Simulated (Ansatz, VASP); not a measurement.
## ZnS in VASP and in Ansatz

Contents of INCAR:

```
SYSTEM = ZnS
ALGO = Normal ; EDIFF = 1E-6
ENCUT = 520 ; GGA = PS
ISIF = 2 ; ISMEAR = -1
LASPH = .True. ; LCHARG = .False.
LREAL = .False. ; LWAVE = .False.
NBANDS = 26 ; NELM = 60
PREC = Accurate ; SIGMA = 0.03
```

The input KPOINTS:

```
k-points
0
Gamma
  8 8 5
  0 0 0
```

File POSCAR:

```
ZnS
1.0
    3.6966688182      0.0000000000      0.0000000000
   -1.8483344091      3.2014091058      0.0000000000
    0.0000000000      0.0000000000      6.2340000000
Zn S
2 2
Direct
    0.3333333333      0.6666666667      0.0000000000
    0.6666666667      0.3333333333      0.5000000000
    0.3333333333      0.6666666667      0.3850000000
    0.6666666667      0.3333333333      0.8850000000
```

Input for Ansatz:

```yaml
crystal:
  lattice:
    - [3.6966688182, 0.0, 0.0]
    - [-1.8483344091, 3.2014091058, 0.0]
    - [0.0, 0.0, 6.234]
  atoms:
    - { symbol: Zn, position: [0.3333333333, 0.6666666667, 0.0] }
    - { symbol: Zn, position: [0.6666666667, 0.3333333333, 0.5] }
    - { symbol: S, position: [0.3333333333, 0.6666666667, 0.385] }
    - { symbol: S, position: [0.6666666667, 0.3333333333, 0.885] }
kpoints:
  mp_grid: { grid: [8, 8, 5] }
  band_path:
    path:
      - [0.0, 0.0, 0.0]
      - [0.5, 0.0, 0.0]
      - [0.3333333333, 0.3333333333, 0.0]
      - [0.0, 0.0, 0.0]
      - [0.0, 0.0, 0.5]
      - [0.5, 0.0, 0.5]
      - [0.3333333333, 0.3333333333, 0.5]
      - [0.0, 0.0, 0.5]
      - [0.5, 0.0, 0.5]
    npoints: 5
scf:
  occupations: { method: fermi_dirac, width: 0.03 }
hamiltonian:
  xc: pbesol
  pseudopotentials: { kind: all_electron, lapw: { basis_error: 0.001 } }
output:
  forces: true
  stress: true
  eigenvalues: true
```

Change from the starting cell: equal xx and yy strain of -3 %.

Alike in both runs: task single point; functional PBEsol; k mesh 8 × 8 × 5; occupations fermi-dirac, width 0.03 eV; no spin polarisation.

|  | VASP | Ansatz |
| --- | --- | --- |
| version | VASP 6.6.1 | Ansatz 0.2.0 |
| potentials or method | VASP PAW PBE potentials, release 64 (Zn, S), cutoff 520 eV | all-electron LAPW, scalar-relativistic |

Ansatz gave:

| Property | Result |
| --- | --- |
| gap on the k mesh at the Fermi level (eV) | 2.32 |
| pressure (GPa) | 4.2 |
| traceless stress, the component that is largest in VASP (GPa) | -4.94 |
| rms of the force components (eV/Å) | 0.331 |

Question: What did VASP give for the same quantities?

Answer: gap on the k mesh at the Fermi level (eV): 2.33; pressure (GPa): 4.5; traceless stress, the component that is largest in VASP (GPa): -4.97; rms of the force components (eV/Å): 0.334.

VASP's potentials were made for PBE, not for PBEsol. Atom by atom the forces differ by 0.003 eV/Å (rms over components). Ansatz ran all-electron here, and VASP with PAW potentials.
